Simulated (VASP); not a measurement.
# HgTe (F-43m) in VASP: a series of runs

The runs below take HgTe through electric field gradients, with LDA.

Everything below comes from runs of VASP 6.6.1. Logs are shortened: lines on timing, memory, paths and dates and some standing lists are left out, and cuts for length are marked.

### 1 The cell of the first run

Symmetry: F-43m, No. 216, cubic system. Conventional cell: a = 6.315 Å, b = 6.315 Å, c = 6.315 Å, α = 90.00°, β = 90.00°, γ = 90.00°. Within 3.6 Å of Hg (site symmetry -43m) lie 4 Te at 2.73 Å. Te (site symmetry -43m) has 4 Hg at 2.73 Å within 3.6 Å.

### 2 Electric field gradients, LDA (volume scaled by 0.94)

INCAR reads:

```
PREC = Accurate ; ENCUT = 520
EDIFF = 1E-8 ; ISMEAR = -1
SIGMA = 0.03 ; LREAL = F
LASPH = T ; NELM = 60
ALGO = Normal ; ISIF = 2
LWAVE = F ; LCHARG = F
GGA = CA ; LEFG = T
NBANDS = 16
```

KPOINTS reads:

```
regular mesh
0
Gamma
  11 11 11
```

POSCAR reads:

```
HgTe
1.0
    0.0000000000      3.1576958214      3.1576958214
    3.1576958214      0.0000000000      3.1576958214
    3.1576958214      3.1576958214      0.0000000000
Hg Te
1 1
Direct
    0.0000000000      0.0000000000      0.0000000000
    0.7500000000      0.7500000000      0.7500000000
```

Potentials or basis: VASP PAW LDA potentials, release 64 (Hg, Te).

Run with:

```
$ cat potpaw_LDA.64/Hg/POTCAR potpaw_LDA.64/Te/POTCAR > POTCAR
$ mpirun -np 1 vasp_std > vasp.out
```

OUTCAR:

```text
PREC = Accurate
   ENCUT = 520
   EDIFF = 1E-8
   ISMEAR = -1
   LREAL = F
   LASPH = T
   NELM = 60
   ISIF = 2
   GGA = CA

 ion  position               nearest neighbor table
   1  0.000  0.000  0.000-   2 2.73   2 2.73   2 2.73   2 2.73
   2  0.750  0.750  0.750-   1 2.73   1 2.73   1 2.73   1 2.73

  LATTYP: Found a face centered cubic cell.
 ALAT       =     6.3153916428

  Lattice vectors:

 A1 = (   0.0000000000,   3.1576958214,   3.1576958214)
 A2 = (   3.1576958214,   0.0000000000,   3.1576958214)
 A3 = (   3.1576958214,   3.1576958214,   0.0000000000)

Analysis of symmetry for initial positions (statically):
=====================================================================
 Subroutine PRICEL returns:
 Original cell was already a primitive cell.

 Routine SETGRP: Setting up the symmetry group for a
 face centered cubic supercell.

 Subroutine GETGRP returns: Found 24 space group operations
 (whereof 24 operations were pure point group operations)
 out of a pool of 48 trial point group operations.

The static configuration has the point symmetry T_d .

Analysis of symmetry for dynamics (positions and initial velocities):
=====================================================================
 Subroutine PRICEL returns:
 Original cell was already a primitive cell.

 Routine SETGRP: Setting up the symmetry group for a
 face centered cubic supercell.

 Subroutine GETGRP returns: Found 24 space group operations
 (whereof 24 operations were pure point group operations)
 out of a pool of 48 trial point group operations.

The dynamic configuration has the point symmetry T_d .

 Subroutine INISYM returns: Found 24 space group operations
 (whereof 24 operations are pure point group operations),
 and found     1 'primitive' translations

----------------------------------------------------------------------------------------

                                     Primitive cell

  volume of cell :      62.9710

  direct lattice vectors                    reciprocal lattice vectors
     0.000000000  3.157695821  3.157695821    -0.158343307  0.158343307  0.158343307
     3.157695821  0.000000000  3.157695821     0.158343307 -0.158343307  0.158343307
     3.157695821  3.157695821  0.000000000     0.158343307  0.158343307 -0.158343307

  length of vectors
     4.465656256  4.465656256  4.465656256     0.274258653  0.274258653  0.274258653

  position of ions in fractional coordinates (direct lattice)
     0.000000000  0.000000000  0.000000000
     0.750000000  0.750000000  0.750000000

  ion indices of the primitive-cell ions
   primitive index   ion index
                 1           1
                 2           2

----------------------------------------------------------------------------------------

 KPOINTS: regular mesh

Automatic generation of k-mesh.
 Grid dimensions read from file:
 generate k-points for:   11   11   11

 Generating k-lattice:

  Cartesian coordinates                     Fractional coordinates (reciprocal lattice)
    -0.014394846  0.014394846  0.014394846     0.090909091  0.000000000  0.000000000
     0.014394846 -0.014394846  0.014394846     0.000000000  0.090909091  0.000000000
     0.014394846  0.014394846 -0.014394846     0.000000000  0.000000000  0.090909091

  Length of vectors
     0.024932605  0.024932605  0.024932605

  Shift w.r.t. Gamma in fractional coordinates (k-lattice)
     0.000000000  0.000000000  0.000000000

 Subroutine IBZKPT returns following result:
 ===========================================

 Found     56 irreducible k-points:

 Following reciprocal coordinates:
            Coordinates               Weight
  0.000000  0.000000  0.000000      1.000000
  0.090909  0.000000  0.000000      8.000000
  0.181818  0.000000  0.000000      8.000000
  0.272727  0.000000  0.000000      8.000000
  0.363636  0.000000  0.000000      8.000000
  0.454545  0.000000  0.000000      8.000000
[... 16 lines left out ...]
 -0.272727  0.181818  0.000000     24.000000
 -0.181818  0.181818  0.000000     12.000000
 [... further k-points ...]
   k-points           NKPTS =     56   k-points in BZ     NKDIM =     56   number of bands    NBANDS=     16
   number of dos      NEDOS =    301   number of ions     NIONS =      2
   total plane-waves  NPLWV =  46656
   dimension x,y,z NGX =    36 NGY =   36 NGZ =   36
   dimension x,y,z NGXF=    72 NGYF=   72 NGZF=   72
   ions per type =               1   1
   NGX,Y,Z   is equivalent  to a cutoff of  13.40, 13.40, 13.40 a.u.
   NGXF,Y,Z  is equivalent  to a cutoff of  26.80, 26.80, 26.80 a.u.
 SYSTEM =  unknown system
   PREC   = accura    normal or accurate (medium, high low for compatibility)
   ISTART =      0    job   : 0-new  1-cont  2-samecut
   ICHARG =      2    charge: 1-file 2-atom 10-const
   ISPIN  =      1    spin polarized calculation?
   LNONCOLLINEAR =      F non collinear calculations
   LSORBIT =      F    spin-orbit coupling
   LASPH  =      T    aspherical Exc in radial PAW
   ENCUT  =  520.0 eV  38.22 Ry    6.18 a.u.   8.30  8.30  8.30*2*pi/ulx,y,z
   NELM   =     60;   NELMIN=  2; NELMDL= -5     # of ELM steps
   EDIFF  = 0.1E-07   stopping-criterion for ELM
   LREAL  =      F    real-space projection
   EDIFFG = 0.1E-06   stopping-criterion for IOM
   NSW    =      0    number of steps for IOM
   IBRION =     -1    ionic relax: 0-MD 1-quasi-New 2-CG
   NFREE  =      0    steps in history (QN), initial steepest desc. (CG)
   ISIF   =      2    stress and relaxation
   ISYM   =      2    0-nonsym 1-usesym 2-fastsym
   POTIM  = 0.5000    time-step for ionic-motion
   TEBEG  =    0.0;   TEEND  =   0.0 temperature during run
   PSTRESS=    0.0 pullay stress
   NELECT =      18.0000    total number of electrons
   NUPDOWN=      -1.0000    fix difference up-down
   EMIN   =  10.00;   EMAX   =-10.00  energy-range for DOS
   EFERMI =   0.00;   METHOD = LEGACY
   ISMEAR =    -1;   SIGMA  =   0.03  broadening in eV -4-tet -1-fermi 0-gaus
   EFERMI_NEDOS =   21; number of points for ismear=-14 and -15
   IALGO  =     38    algorithm
   IMIX   =      4    mixing-type and parameters
     AMIX     =   0.40;   BMIX     =  1.00
     AMIX_MAG =   1.60;   BMIX_MAG =  1.00
  volume/ion in A,a.u.               =      31.49       212.47
  Fermi-wavevector in a.u.,A,eV,Ry     =   1.078414  2.037906 15.823249  1.162976
  Thomas-Fermi vector in A             =   2.214352
   LORBIT       =      0    0 simple, 1 ext, 2 COOP (PROOUT), +10 PAW based schemes
   GGA     = CA    functional components
   LHFCALC =     F    Hartree Fock is set to
   AEXX    =    0.0000 exact exchange contribution
   IVDW    =     0    specifies the selected vdW correction
   LEPSILON=     F    determine dielectric tensor
   LRPA    =     F    only Hartree local field effects (RPA)
 non-spin polarized calculation
  energy-cutoff  :      520.00
  volume of cell :       62.97
 maximum number of plane-waves:      1717
 NGX is ok and might be reduce to    36
   NGX = 17   NGY = 17   NGZ = 17

 number of electron      18.0000000 magnetization

 Free energy of the ion-electron system (eV)
  ---------------------------------------------------
  ext. energy  EPLUGINS =         0.00000000
  ---------------------------------------------------
  free energy    TOTEN  =        -4.99730872 eV

  energy without entropy =       -4.99718431  energy(sigma->0) =       -4.99724652

 E-fermi :   3.7159     XC(G=0):  -9.4087

 val. band max:        3.6874501022   @ k =   0.0000   0.0000   0.0000
 cond. band min:       4.1967087938   @ k =   0.0909   0.0000   0.0000
 fundamental gap:      0.5092586916
 Fermi energy:         3.7159388251

 k-point     1 :       0.0000    0.0000    0.0000
  band No.  band energies     occupation
      1      -8.8883      2.00000
      2      -4.1276      2.00000
      3      -4.1276      2.00000
      4      -4.1276      2.00000
      5      -3.5056      2.00000
      6      -3.5056      2.00000
[... 8 lines left out ...]
     15      13.2980      0.00000
     16      13.2980      0.00000
[... 419 lines left out ...]
 k-point    24 :      -0.1818    0.1818    0.0000
  band No.  band energies     occupation
      1      -8.4637      2.00000
      2      -4.0204      2.00000
      3      -4.0029      2.00000
      4      -3.9156      2.00000
      5      -3.5349      2.00000
      6      -3.4751      2.00000
[... 8 lines left out ...]
     15      12.8025      0.00000
     16      13.0299      0.00000

 [... further k-points ...]

------------------------ aborting loop because EDIFF is reached ----------------------------------------

  FORCE on cell =-STRESS in cart. coord.  units (eV):
  Direction    XX          YY          ZZ          XY          YZ          ZX
  --------------------------------------------------------------------------------------
  -------------------------------------------------------------------------------------
  Total        1.3479281      1.3479281      1.3479281      0.0000000      0.0000000      0.0000000
  in kB       34.2954442     34.2954442     34.2954442      0.0000000      0.0000000      0.0000000
  external PRESSURE =      34.2954442 kB  Pullay stress =       0.0000000 kB

 VOLUME and BASIS-vectors are now :
 -----------------------------------------------------------------------------
  energy-cutoff  :      520.00
  volume of cell :       62.97
      direct lattice vectors                 reciprocal lattice vectors
     0.000000000  3.157695821  3.157695821    -0.158343307  0.158343307  0.158343307
     3.157695821  0.000000000  3.157695821     0.158343307 -0.158343307  0.158343307
     3.157695821  3.157695821  0.000000000     0.158343307  0.158343307 -0.158343307

 POSITION                                       TOTAL-FORCE (eV/Angst)
 -----------------------------------------------------------------------------------
      0.00000      0.00000      0.00000         0.000000     -0.000000      0.000000
      4.73654      4.73654      4.73654        -0.000000      0.000000     -0.000000
 -----------------------------------------------------------------------------------
    total drift:                                0.000000      0.000000      0.000000

  FREE ENERGIE OF THE ION-ELECTRON SYSTEM (eV)
  ---------------------------------------------------
  free  energy   TOTEN  =        -4.9973087230 eV

  energy  without entropy=       -4.9971843118  energy(sigma->0) =       -4.99724652

 Electric field gradients (V/A^2)
---------------------------------------------------------------------
 ion       V_xx      V_yy      V_zz      V_xy      V_xz      V_yz
---------------------------------------------------------------------
   1       0.000    -0.000     0.000    -0.001    -0.001    -0.001
   2       0.000    -0.000     0.000     0.000     0.000     0.000
---------------------------------------------------------------------

 Electric field gradients after diagonalization (V/A^2)
 (convention: |V_zz| > |V_xx| > |V_yy|)
----------------------------------------------------------------------
 ion       V_xx      V_yy      V_zz     asymmetry (V_yy - V_xx)/ V_zz
----------------------------------------------------------------------
   1       0.001     0.001    -0.001       0.000
   2      -0.000    -0.000     0.000       0.000
----------------------------------------------------------------------

           NMR quadrupolar parameters

 Cq : quadrupolar parameter    Cq=e*Q*V_zz/h
 eta: asymmetry parameters     (V_yy - V_xx)/ V_zz
 Q  : nuclear electric quadrupole moment in mb (millibarn)
----------------------------------------------------------------------
 ion       Cq(MHz)       eta       Q (mb)
----------------------------------------------------------------------
   1      -0.000       0.000       1.000
   2       0.000       0.000       1.000
----------------------------------------------------------------------
```

Wall time 77 s (1 thread of Intel Xeon Platinum 8375C at 2.90GHz (Ice Lake), shared host); peak memory 0.2 GiB.

Results:

```
Free energy            : -4.9973 eV
Pressure               : 3.4 GPa
Band gap on the k mesh : zero (filled and empty bands touch)
```

Caveat: without QUAD_EFG the Cq values of the log hold for a quadrupole moment of 1 mb, not for the nuclei; spin-orbit coupling is left out, which moves the levels of the heavy elements.

### 3 Electric field gradients, LDA (volume scaled by 0.96)

INCAR reads:

```
ALGO = Normal ; EDIFF = 1E-8
ENCUT = 520 ; GGA = CA
ISIF = 2 ; ISMEAR = -1
LASPH = True ; LCHARG = False
LEFG = True ; LREAL = False
LWAVE = False ; NBANDS = 16
NELM = 100 ; PREC = Accurate
SIGMA = 0.03
```

KPOINTS reads:

```
k-points
0
Gamma
  11 11 11
```

POSCAR reads:

```
HgTe
1.0
    0.0000000000      3.1799338486      3.1799338486
    3.1799338486      0.0000000000      3.1799338486
    3.1799338486      3.1799338486      0.0000000000
Hg Te
1 1
Direct
    0.0000000000      0.0000000000      0.0000000000
    0.7500000000      0.7500000000      0.7500000000
```

Potentials or basis: VASP PAW LDA potentials, release 64 (Hg, Te).

Run with:

```
$ cat potpaw_LDA.64/Hg/POTCAR potpaw_LDA.64/Te/POTCAR > POTCAR
$ mpirun -np 1 vasp_std > vasp.out
```

OUTCAR:

```text
EDIFF = 1E-8
   ENCUT = 520
   GGA = CA
   ISIF = 2
   ISMEAR = -1
   LASPH = True
   LREAL = False
   NELM = 100
   PREC = Accurate

 ion  position               nearest neighbor table
   1  0.000  0.000  0.000-   2 2.75   2 2.75   2 2.75   2 2.75
   2  0.750  0.750  0.750-   1 2.75   1 2.75   1 2.75   1 2.75

  LATTYP: Found a face centered cubic cell.
 ALAT       =     6.3598676972

  Lattice vectors:

 A1 = (   0.0000000000,   3.1799338486,   3.1799338486)
 A2 = (   3.1799338486,   0.0000000000,   3.1799338486)
 A3 = (   3.1799338486,   3.1799338486,   0.0000000000)

Analysis of symmetry for initial positions (statically):
=====================================================================
 Subroutine PRICEL returns:
 Original cell was already a primitive cell.

 Routine SETGRP: Setting up the symmetry group for a
 face centered cubic supercell.

 Subroutine GETGRP returns: Found 24 space group operations
[... 643 lines left out ...]
  volume of cell :       64.31
      direct lattice vectors                 reciprocal lattice vectors
     0.000000000  3.179933849  3.179933849    -0.157235975  0.157235975  0.157235975
     3.179933849  0.000000000  3.179933849     0.157235975 -0.157235975  0.157235975
     3.179933849  3.179933849  0.000000000     0.157235975  0.157235975 -0.157235975

 POSITION                                       TOTAL-FORCE (eV/Angst)
 -----------------------------------------------------------------------------------
      0.00000      0.00000      0.00000        -0.000000     -0.000000      0.000000
      4.76990      4.76990      4.76990         0.000000      0.000000     -0.000000
 -----------------------------------------------------------------------------------
    total drift:                               -0.000000     -0.000000     -0.000000

  FREE ENERGIE OF THE ION-ELECTRON SYSTEM (eV)
  ---------------------------------------------------
  free  energy   TOTEN  =        -5.0208374988 eV

  energy  without entropy=       -5.0207084720  energy(sigma->0) =       -5.02077299

 Electric field gradients (V/A^2)
---------------------------------------------------------------------
 ion       V_xx      V_yy      V_zz      V_xy      V_xz      V_yz
---------------------------------------------------------------------
   1       0.000    -0.000    -0.000    -0.001    -0.001    -0.001
   2       0.000    -0.000    -0.000    -0.000    -0.000    -0.000
---------------------------------------------------------------------

 Electric field gradients after diagonalization (V/A^2)
 (convention: |V_zz| > |V_xx| > |V_yy|)
----------------------------------------------------------------------
 ion       V_xx      V_yy      V_zz     asymmetry (V_yy - V_xx)/ V_zz
----------------------------------------------------------------------
   1       0.001     0.001    -0.001       0.000
   2       0.000     0.000    -0.000       0.000
----------------------------------------------------------------------

           NMR quadrupolar parameters

 Cq : quadrupolar parameter    Cq=e*Q*V_zz/h
 eta: asymmetry parameters     (V_yy - V_xx)/ V_zz
 Q  : nuclear electric quadrupole moment in mb (millibarn)
----------------------------------------------------------------------
 ion       Cq(MHz)       eta       Q (mb)
----------------------------------------------------------------------
   1      -0.000       0.000       1.000
   2      -0.000       0.000       1.000
----------------------------------------------------------------------
```

stdout:

```text
POSCAR found type information on POSCAR HgTe
 POSCAR found :  2 types and       2 ions
 scaLAPACK will be used
 LDA part: xc-table for (Slater(with rela. corr.)+CA(PZ))
 , standard interpolation
 POSCAR, INCAR and KPOINTS ok, starting setup
 FFT: planning ... GRIDC
 FFT: planning ... GRID_SOFT
 FFT: planning ... GRID
 WAVECAR not read
 entering main loop
ion   1

ion   2
```

It took 92 s on 1 thread of Intel Xeon Platinum 8375C at 2.90GHz (Ice Lake), shared host; peak memory 0.2 GiB.

What came out:

| Item | Value |
| --- | --- |
| Free energy | -5.0208 eV |
| Pressure | 2.1 GPa |
| Band gap on the k mesh | zero (filled and empty bands touch) |

Caveat: without QUAD_EFG the Cq values of the log hold for a quadrupole moment of 1 mb, not for the nuclei; spin-orbit coupling is left out, which moves the levels of the heavy elements.
